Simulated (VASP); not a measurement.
# MgO2 (R-3m) in VASP: a series of runs, part 2 of 2

VASP 6.6.1.

### 3 Single point, r2SCAN

POSCAR

```
MgO2
1.0
   -1.6047610160     -2.7795276138      0.0000000000
    1.6047610160     -2.7795276138      0.0000000000
    0.0000000000      0.0000000000     10.4819366247
Mg O
3 6
Direct
    0.0000000000      0.0000000000      0.0000000000
    0.3333333333      0.3333333333      0.3333333333
    0.6666666667      0.6666666667      0.6666666667
    1.0000000000      1.0000000000      0.4287860000
    0.3333333333      0.3333333333      0.7621193333
    0.6666666667      0.6666666667      0.0954526667
    1.0000000000      1.0000000000      0.5712140000
    0.3333333333      0.3333333333      0.9045473333
    0.6666666667      0.6666666667      0.2378806667
```

INCAR.step1

```
SYSTEM = MgO2
PREC     = Accurate       ! precision mode
ENCUT    = 750            ! plane-wave cutoff, eV
ISMEAR   = 0              ! smearing method
SIGMA    = 0.05           ! smearing width, eV
LREAL    = .FALSE.        ! projectors in reciprocal space
LASPH    = .TRUE.         ! aspherical terms in the spheres
NELM     = 120            ! most SCF steps
NBANDS   = 43             ! bands
GGA      = PE             ! functional
ALGO     = Normal         ! electronic algorithm
EDIFF    = 1E-5           ! SCF threshold, eV
LWAVE    = .TRUE.         ! write WAVECAR
LCHARG   = .FALSE.        ! write CHGCAR
GGA_COMPAT= .FALSE.
```

INCAR.step2

```
SYSTEM = MgO2
PREC     = Accurate       ! precision mode
ENCUT    = 750            ! plane-wave cutoff, eV
EDIFF    = 1E-6           ! SCF threshold, eV
ISMEAR   = 0              ! smearing method
SIGMA    = 0.05           ! smearing width, eV
LREAL    = .FALSE.        ! projectors in reciprocal space
LASPH    = .TRUE.         ! aspherical terms in the spheres
NELM     = 120            ! most SCF steps
ALGO     = Normal         ! electronic algorithm
ISIF     = 2              ! what is computed and relaxed
LWAVE    = .FALSE.        ! write WAVECAR
LCHARG   = .FALSE.        ! write CHGCAR
METAGGA  = R2SCAN         ! meta-GGA
LMIXTAU  = .TRUE.       
NBANDS   = 43             ! bands
ISTART   = 1            
GGA_COMPAT= .FALSE.
```

KPOINTS

```
Automatic mesh
0
G
  8 8 2
  0 0 0
```

Potentials or basis: VASP PAW PBE potentials, release 64 (Mg_sv, O).

Command:

```bash
> cat potpaw_PBE.64/Mg_sv/POTCAR potpaw_PBE.64/O/POTCAR > POTCAR
> cp INCAR.step1 INCAR
> mpirun -np 1 vasp_std > vasp.out
> cp INCAR.step2 INCAR
> mpirun -np 1 vasp_std > vasp.out
```

OUTCAR:

```text
SYSTEM = MgO2
   PREC = Accurate
   ENCUT = 750
   EDIFF = 1E-6
   ISMEAR = 0
   LREAL = .FALSE.
   LASPH = .TRUE.
   NELM = 120
   ISIF = 2
   METAGGA = R2SCAN
   ISTART = 1

 ion  position               nearest neighbor table
   1  0.000  0.000  0.000-   6 2.11   8 2.11   6 2.11   6 2.11   8 2.11   8 2.11
   2  0.333  0.333  0.333-   9 2.11   9 2.11   9 2.11   4 2.11   4 2.11   4 2.11
   3  0.667  0.667  0.667-   5 2.11   5 2.11   5 2.11   7 2.11   7 2.11   7 2.11
   4  0.000  0.000  0.429-   7 1.49   2 2.11   2 2.11   2 2.11
   5  0.333  0.333  0.762-   8 1.49   3 2.11   3 2.11   3 2.11
   6  0.667  0.667  0.095-   9 1.49   1 2.11   1 2.11   1 2.11
   7  0.000  0.000  0.571-   4 1.49   3 2.11   3 2.11   3 2.11
   8  0.333  0.333  0.905-   5 1.49   1 2.11   1 2.11   1 2.11
   9  0.667  0.667  0.238-   6 1.49   2 2.11   2 2.11   2 2.11

  LATTYP: Found a hexagonal cell.
 ALAT       =     3.2095220321
 C/A-ratio  =     3.2658871072

  Lattice vectors:

 A1 = (  -1.6047610160,   2.7795276138,   0.0000000000)
 A2 = (  -1.6047610160,  -2.7795276138,   0.0000000000)
 A3 = (   0.0000000000,   0.0000000000,  10.4819366247)

Analysis of symmetry for initial positions (statically):
=====================================================================
 Subroutine PRICEL returns following result:

  LATTYP: Found a trigonal (rhomboedric) cell.
 ALAT       =     3.9549419213
 COS(alpha) =     0.6707160927

  Lattice vectors:

 A1 = (  -1.6047610160,   0.9265092048,   3.4939788746)
 A2 = (   0.0000000000,  -1.8530184090,   3.4939788746)
 A3 = (   1.6047610160,   0.9265092042,   3.4939788756)

   3 primitive cells build up your supercell.

 Routine SETGRP: Setting up the symmetry group for a
 hexagonal supercell.

 Subroutine GETGRP returns: Found 12 space group operations
 (whereof 12 operations were pure point group operations)
 out of a pool of 24 trial point group operations.

The static configuration has the point symmetry D_3d.

Analysis of symmetry for dynamics (positions and initial velocities):
=====================================================================
 Subroutine PRICEL returns following result:

  LATTYP: Found a trigonal (rhomboedric) cell.
 ALAT       =     3.9549419213
 COS(alpha) =     0.6707160927

  Lattice vectors:

 A1 = (  -1.6047610160,   0.9265092048,   3.4939788746)
 A2 = (   0.0000000000,  -1.8530184090,   3.4939788746)
 A3 = (   1.6047610160,   0.9265092042,   3.4939788756)

   3 primitive cells build up your supercell.

 Routine SETGRP: Setting up the symmetry group for a
 hexagonal supercell.

 Subroutine GETGRP returns: Found 12 space group operations
 (whereof 12 operations were pure point group operations)
 out of a pool of 24 trial point group operations.

The dynamic configuration has the point symmetry D_3d.

 Subroutine INISYM returns: Found 12 space group operations
 (whereof 12 operations are pure point group operations),
 and found     3 'primitive' translations

[... 53 lines left out ...]
  0.000000  0.000000  0.000000      1.000000
  0.125000  0.000000  0.000000      6.000000
  0.250000  0.000000  0.000000      6.000000
  0.375000 -0.000000  0.000000      6.000000
  0.500000  0.000000  0.000000      3.000000
  0.250000  0.125000  0.000000      6.000000
[... 12 lines left out ...]
  0.500000  0.250000  0.500000      6.000000
 -0.375000  0.250000  0.500000      6.000000
   k-points           NKPTS =     20   k-points in BZ     NKDIM =     20   number of bands    NBANDS=     43
   number of dos      NEDOS =    301   number of ions     NIONS =      9
   total plane-waves  NPLWV =  86400
   dimension x,y,z NGX =    30 NGY =   30 NGZ =   96
   dimension x,y,z NGXF=    60 NGYF=   60 NGZF=  192
   ions per type =               3   6
   NGX,Y,Z   is equivalent  to a cutoff of  15.54, 15.54, 15.23 a.u.
   NGXF,Y,Z  is equivalent  to a cutoff of  31.08, 31.08, 30.45 a.u.
 SYSTEM =  MgO2
   PREC   = accura    normal or accurate (medium, high low for compatibility)
   ISTART =      1    job   : 0-new  1-cont  2-samecut
   ICHARG =      0    charge: 1-file 2-atom 10-const
   ISPIN  =      1    spin polarized calculation?
   LNONCOLLINEAR =      F non collinear calculations
   LSORBIT =      F    spin-orbit coupling
   LASPH  =      T    aspherical Exc in radial PAW
   ENCUT  =  750.0 eV  55.12 Ry    7.42 a.u.   7.17  7.17 23.41*2*pi/ulx,y,z
   NELM   =    120;   NELMIN=  2; NELMDL=  0     # of ELM steps
   EDIFF  = 0.1E-05   stopping-criterion for ELM
   LREAL  =      F    real-space projection
   EDIFFG = 0.1E-04   stopping-criterion for IOM
   NSW    =      0    number of steps for IOM
   IBRION =     -1    ionic relax: 0-MD 1-quasi-New 2-CG
   NFREE  =      0    steps in history (QN), initial steepest desc. (CG)
   ISIF   =      2    stress and relaxation
   ISYM   =      2    0-nonsym 1-usesym 2-fastsym
   POTIM  = 0.5000    time-step for ionic-motion
   TEBEG  =    0.0;   TEEND  =   0.0 temperature during run
   PSTRESS=    0.0 pullay stress
   NELECT =      66.0000    total number of electrons
   NUPDOWN=      -1.0000    fix difference up-down
   EMIN   =  10.00;   EMAX   =-10.00  energy-range for DOS
   EFERMI =   0.00;   METHOD = LEGACY
   ISMEAR =     0;   SIGMA  =   0.05  broadening in eV -4-tet -1-fermi 0-gaus
   EFERMI_NEDOS =   21; number of points for ismear=-14 and -15
   IALGO  =     38    algorithm
   IMIX   =      4    mixing-type and parameters
     AMIX     =   0.40;   BMIX     =  1.00
     AMIX_MAG =   1.60;   BMIX_MAG =  1.00
  volume/ion in A,a.u.               =      10.39        70.11
  Fermi-wavevector in a.u.,A,eV,Ry     =   1.457601  2.754466 28.906928  2.124599
  Thomas-Fermi vector in A             =   2.574383
   LORBIT       =      0    0 simple, 1 ext, 2 COOP (PROOUT), +10 PAW based schemes
   METAGGA = R2SCAN    functional components
   LHFCALC =     F    Hartree Fock is set to
   AEXX    =    0.0000 exact exchange contribution
   IVDW    =     0    specifies the selected vdW correction
   LEPSILON=     F    determine dielectric tensor
   LRPA    =     F    only Hartree local field effects (RPA)
 non-spin polarized calculation
 Gauss-broadening in eV      SIGMA  =   0.05
  energy-cutoff  :      750.00
  volume of cell :       93.51
 maximum number of plane-waves:      4382
 NGX is ok and might be reduce to    30

 number of electron      65.9999973 magnetization

 Free energy of the ion-electron system (eV)
  ---------------------------------------------------
  ext. energy  EPLUGINS =         0.00000000
  ---------------------------------------------------
  free energy    TOTEN  =       -64.71069470 eV

  energy without entropy =      -64.71069470  energy(sigma->0) =      -64.71069470

 E-fermi :   2.4910     XC(G=0): -11.0161

 val. band max:        2.0685455553   @ k =   0.0000   0.0000   0.5000
 cond. band min:       5.0002104125   @ k =   0.0000   0.0000   0.5000
 fundamental gap:      2.9316648572
 Fermi energy:         2.4910104952

 k-point     1 :       0.0000    0.0000    0.0000
  band No.  band energies     occupation
      1     -74.1135      2.00000
      2     -74.1135      2.00000
      3     -74.1135      2.00000
      4     -39.2545      2.00000
      5     -39.2545      2.00000
      6     -39.2516      2.00000
[... 909 lines left out ...]
     42      13.3867      0.00000
     43      16.1021      0.00000

------------------------ aborting loop because EDIFF is reached ----------------------------------------

  FORCE on cell =-STRESS in cart. coord.  units (eV):
  Direction    XX          YY          ZZ          XY          YZ          ZX
  --------------------------------------------------------------------------------------
  -------------------------------------------------------------------------------------
  Total       -2.9677217     -2.9677217     -3.0626493     -0.0000000      0.0000000      0.0000000
  in kB      -50.8488191    -50.8488191    -52.4753052     -0.0000000      0.0000000      0.0000000
  external PRESSURE =     -51.3909811 kB  Pullay stress =       0.0000000 kB

 VOLUME and BASIS-vectors are now :
 -----------------------------------------------------------------------------
  energy-cutoff  :      750.00
  volume of cell :       93.51
      direct lattice vectors                 reciprocal lattice vectors
    -1.604761016 -2.779527614  0.000000000    -0.311572873 -0.179886682  0.000000000
     1.604761016 -2.779527614  0.000000000     0.311572873 -0.179886682  0.000000000
     0.000000000  0.000000000 10.481936625     0.000000000  0.000000000  0.095402218

 POSITION                                       TOTAL-FORCE (eV/Angst)
 -----------------------------------------------------------------------------------
      0.00000      0.00000      0.00000         0.000000      0.000000     -0.000000
      0.00000     -1.85302      3.49398         0.000000      0.000000     -0.000000
      0.00000     -3.70604      6.98796        -0.000000      0.000000     -0.000000
      0.00000      0.00000      4.49451         0.000000      0.000000      0.031992
      0.00000     -1.85302      7.98849        -0.000000      0.000000      0.031992
      0.00000     -3.70604      1.00053         0.000000      0.000000      0.031992
      0.00000      0.00000      5.98743        -0.000000     -0.000000     -0.031992
      0.00000     -1.85302      9.48141        -0.000000     -0.000000     -0.031992
      0.00000     -3.70604      2.49345        -0.000000     -0.000000     -0.031992
 -----------------------------------------------------------------------------------
    total drift:                                0.000000     -0.000000      0.000000

  FREE ENERGIE OF THE ION-ELECTRON SYSTEM (eV)
  ---------------------------------------------------
  free  energy   TOTEN  =       -64.7106946989 eV

  energy  without entropy=      -64.7106946989  energy(sigma->0) =      -64.71069470
```

Run time: 5.4 min. Hardware: 1 thread of Intel Xeon 6975P-C (Granite Rapids), shared host; peak memory 0.36 GiB.

What came out:

```
Free energy            : -64.7107 eV
Pressure               : -5.1 GPa
Largest force          : 0.032 eV/Å
Band gap on the k mesh : 2.93 eV
```

Forces on the atoms (eV/Å):
```
Mg   0.000  0.000  0.000
Mg   0.000  0.000  0.000
Mg   0.000  0.000  0.000
O    0.000  0.000  0.032
O    0.000  0.000  0.032
O    0.000  0.000  0.032
O    0.000  0.000 -0.032
O    0.000  0.000 -0.032
O    0.000  0.000 -0.032
```

Levels at points of the mesh, in eV from the valence-band top:
| k point | band 29 | band 30 | band 31 | band 32 | band 33 | band 34 | band 35 | band 36 | band 37 | band 38 |
| --- | --- | --- | --- | --- | --- | --- | --- | --- | --- | --- |
| (0.00, 0.00, 0.00) | -0.82 | -0.19 | -0.19 | -0.19 | -0.19 | 3.38 | 3.38 | 5.32 | 5.58 | 6.19 |
| (0.50, 0.00, 0.00) | -1.60 | -1.60 | -0.94 | -0.94 | -0.14 | 4.19 | 4.80 | 4.80 | 8.67 | 9.39 |
| (0.00, 0.00, 0.50) | -0.59 | -0.59 | -0.59 | 0.00 | 0.00 | 2.93 | 4.31 | 4.31 | 5.72 | 6.39 |
| (0.50, 0.00, 0.50) | -2.18 | -1.26 | -1.11 | -0.39 | -0.39 | 4.45 | 4.45 | 4.87 | 9.03 | 9.03 |

Caveat: the cell stands under tension; the PAW data sets were made with another functional, which shifts forces and pressure a little. A k mesh can miss the band edges.

### 4 Single point, r2SCAN

This run uses another cell than the first one: it holds 3 atoms, not 9.

POSCAR

```
MgO2
1.0
    1.6047610160      0.9265092046      3.4939788749
   -1.6047610160      0.9265092046      3.4939788749
    0.0000000000     -1.8530184092      3.4939788749
Mg O
1 2
Direct
    0.0000000000      0.0000000000      0.0000000000
    0.4287860000      0.4287860000      0.4287860000
    0.5712140000      0.5712140000      0.5712140000
```

INCAR.step1

```
SYSTEM = MgO2
ALGO = Normal
EDIFF = 1E-4
ENCUT = 520
GGA = PE
ISMEAR = 0
LASPH = .True.
LCHARG = .False.
LREAL = .False.
LWAVE = .True.
NBANDS = 14
NELM = 60
PREC = Accurate
SIGMA = 0.05
```

INCAR.step2

```
SYSTEM = MgO2
ALGO = Normal
EDIFF = 1E-6
ENCUT = 520
ISIF = 2
ISMEAR = 0
ISTART = 1
LASPH = .True.
LCHARG = .False.
LMIXTAU = .True.
LREAL = .False.
LWAVE = .False.
METAGGA = R2SCAN
NBANDS = 14
NELM = 60
PREC = Accurate
SIGMA = 0.05
```

KPOINTS

```
k-points
0
Gamma
  12 12 12
  0 0 0
```

Potentials or basis: VASP PAW PBE potentials, release 64 (Mg, O).

Command:

```bash
> cat potpaw_PBE.64/Mg/POTCAR potpaw_PBE.64/O/POTCAR > POTCAR
> cp INCAR.step1 INCAR
> mpirun -np 1 vasp_std > vasp.out
> cp INCAR.step2 INCAR
> mpirun -np 1 vasp_std > vasp.out
```

It took 9.2 min on 1 thread of Intel Xeon 8259CL, shared host; peak memory 0.23 GiB.

The run converged. Its results:

```
Free energy            : -21.5503 eV
Pressure               : -5.8 GPa
Largest force          : 0.050 eV/Å
Band gap on the k mesh : 2.92 eV
```

Forces in eV/Å, atoms in the order of the input:
```
Mg   0.000  0.000  0.000
O    0.000  0.000 -0.050
O    0.000  0.000  0.050
```

Stress tensor (GPa, compression positive):
```
-5.95  0.00  0.00
 0.00 -5.95  0.00
 0.00  0.00 -5.47
```

Levels at points of the mesh, in eV from the valence-band top:
| k point | band 4 | band 5 | band 6 | band 7 | band 8 | band 9 | band 10 | band 11 |
| --- | --- | --- | --- | --- | --- | --- | --- | --- |
| (0.00, 0.00, 0.00) | -3.42 | -3.42 | -0.82 | -0.82 | 5.29 | 5.58 | 13.13 | 15.20 |
| (0.50, 0.00, 0.00) | -6.09 | -3.75 | -1.27 | -1.12 | 4.88 | 9.42 | 11.18 | 13.59 |
| (0.50, 0.50, 0.00) | -5.44 | -4.43 | -2.12 | -0.14 | 4.18 | 8.63 | 11.90 | 13.50 |
| (0.50, 0.50, 0.50) | -3.95 | -3.95 | 0.00 | 0.00 | 2.92 | 5.71 | 10.43 | 15.20 |

Caveat: the cell stands under tension; the PAW data sets were made with another functional, which shifts forces and pressure a little. A k mesh can miss the band edges.

### 5 Overview

| potentials or basis | cell | k mesh | cutoff (eV) | mended | gap on the mesh (eV) | pressure (GPa) | largest force (eV/Å) |
| --- | --- | --- | --- | --- | --- | --- | --- |
| VASP PAW PBE potentials, release 64 (Mg_sv, O) | a = 3.210, b = 3.210, c = 10.482 Å, angles 90.0, 90.0, 60.0°, 9 atoms, atomic positions A | 8 × 8 × 2 | 660 | - | 2.93 | -5.3 | 0.03 |
| VASP PAW PBE potentials, release 64 (Mg_sv, O) | a = 3.210, b = 3.210, c = 10.482 Å, angles 90.0, 90.0, 60.0°, 9 atoms, atomic positions A | 8 × 8 × 2 | 750 | yes | 2.93 | -5.1 | 0.03 |
| VASP PAW PBE potentials, release 64 (Mg, O) | a = 3.955 Å, angles 47.9°, 3 atoms, atomic positions B | 12 × 12 × 12 | 520 | - | 2.92 | -5.8 | 0.05 |

Alike in all rows: task single point; level r2SCAN; no spin polarisation; smearing gaussian 0.05 eV.

Caveats: the cell stands under tension; the PAW data sets were made with another functional, which shifts forces and pressure a little.

Absolute energies hang on the potentials; compare differences alone.
